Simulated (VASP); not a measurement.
Wanted: the native input for a VASP 6.6.1 run.

| Item | Value |
| --- | --- |
| Task | single point |
| Functional | PBE |
| Potentials or basis | VASP PAW PBE potentials, release 64 (Cu, O) |
| Cutoff | 520 eV |
| k mesh | 6 × 6 × 6 |
| Occupations | gaussian, width 0.1 eV |
| Spin | no spin polarisation |
| Dipole correction | no |
| Further INCAR settings | ALGO = Normal; EDIFF = 1e-07; NBANDS = 33 |

The structure of Cu4O lies in POSCAR:

```
Cu4O
1.0
   -2.5349434246      2.5349434246      2.5349434246
    2.5349434246     -2.5349434246      2.5349434246
    2.5349434246      2.5349434246     -2.5349434246
Cu O
4 1
Direct
    0.0000000000      0.0000000000      0.5305557968
    0.5305557968      0.0000000000      0.0000000000
    0.0000000000      0.5305557968      0.0000000000
    0.4694442032      0.4694442032      0.4694442032
    0.0000000000      0.0000000000      0.0000000000
```

The input as run:

INCAR

```
SYSTEM = Cu4O
PREC     = Accurate       ! precision mode
ENCUT    = 520            ! plane-wave cutoff, eV
EDIFF    = 1E-7           ! SCF threshold, eV
ISMEAR   = 0              ! smearing method
SIGMA    = 0.1            ! smearing width, eV
LREAL    = .False.        ! projectors in reciprocal space
LASPH    = .True.         ! aspherical terms in the spheres
NELM     = 80             ! most SCF steps
ALGO     = Normal         ! electronic algorithm
ISIF     = 2              ! what is computed and relaxed
LWAVE    = .False.        ! write WAVECAR
LCHARG   = .False.        ! write CHGCAR
GGA      = PE             ! functional
NBANDS   = 33             ! bands
```

KPOINTS

```
Automatic mesh
0
Gamma
  6 6 6
  0 0 0
```

Potentials or basis: VASP PAW PBE potentials, release 64 (Cu, O).

Launch:

```bash
$ cat potpaw_PBE.64/Cu/POTCAR potpaw_PBE.64/O/POTCAR > POTCAR
$ mpirun -np 1 vasp_std > vasp.out
```

It gave:

```
Pressure               : 0.1 GPa
Largest force          : 0.051 eV/Å
Band gap on the k mesh : zero (band 25 reaches 5.63 eV, above the bottom of band 26 at 4.83 eV)
```

It took 58 s on 1 thread of AMD EPYC 7R43 64-Core Processor (Zen 3), with other jobs on the host, peak memory 0.17 GiB.
